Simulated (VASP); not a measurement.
Input of a VASP 6.6.1 run:

File INCAR:

```
SYSTEM = Lu2Sc3N
PREC = Accurate ; ENCUT = 520
EDIFF = 1E-7 ; ISMEAR = 0
SIGMA = 0.1 ; LREAL = .False.
LASPH = .True. ; NELM = 60
ALGO = Normal ; ISIF = 2
LWAVE = .False. ; LCHARG = .False.
GGA = PE ; NBANDS = 53
```

File KPOINTS:

```
Automatic mesh
0
Gamma
  6 6 4
  0 0 0
```

File POSCAR:

```
Lu2Sc3N
1.0
    5.5578677400      0.0000000000      0.0000000000
   -2.7789338700      4.8132546500      0.0000000000
    0.0000000000      0.0000000000      4.3120273500
Lu Sc N
2 3 1
Direct
    0.3333333300      0.6666666700      0.0000000000
    0.6666666700      0.3333333300      0.0000000000
    0.5000000000      0.0000000000      0.5000000000
    0.5000000000      0.5000000000      0.5000000000
    0.0000000000      0.5000000000      0.5000000000
    0.0000000000      0.0000000000      0.0000000000
```

Potentials or basis: VASP PAW PBE potentials, release 64 (Lu, Sc_sv, N).

The run is started by

```bash
$ cat potpaw_PBE.64/Lu/POTCAR potpaw_PBE.64/Sc_sv/POTCAR potpaw_PBE.64/N/POTCAR > POTCAR
$ mpirun -np 1 vasp_std > vasp.out
```

What does it give for the pressure?

21.9 GPa.

Predict the band gap on the k mesh.

zero (bands 44 and 45 overlap by 1.16 eV).

Stress tensor (GPa, compression positive):
```
14.75  0.00  0.00
 0.00 14.75  0.00
 0.00  0.00 36.22
```

Caveat: the k points lie up to 0.36 Å⁻¹ apart, too coarse for converged energies and pressures of a metal; spin-orbit coupling is left out, which moves the levels of the heavy elements.
